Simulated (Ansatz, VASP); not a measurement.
## One calculation of RbBr, two programs

```
Rb Br
1.0
     4.07302    0.00000    0.00000
     0.00000    4.07302    0.00000
     0.00000    0.00000    4.07302
Rb Br
1 1
Direct
  0.00000 0.00000 0.00000
  0.50000 0.50000 0.50000
```

Alike in both runs: task single point; functional r2SCAN; dispersion rVV10; k mesh 8 × 8 × 8; occupations fermi-dirac, width 0.03 eV; no spin polarisation.

```csv
,VASP,Ansatz
version,VASP 6.6.1,Ansatz 0.2.0
potentials or method,"VASP PAW PBE potentials, release 64 (Rb_sv, Br)","plane waves, PAW"
plane-wave cutoff (eV),520,500
valence electrons in the cell,16,16
```

VASP gave:

| Quantity | Value |
| --- | --- |
| gap on the k mesh at the Fermi level (eV) | 4.90 |
| pressure (GPa) | 0.2 |

Task: Which values does Ansatz return?

Result: gap on the k mesh at the Fermi level (eV): 4.90; pressure (GPa): 0.0.

VASP's potentials were made for PBE, not for r2SCAN.
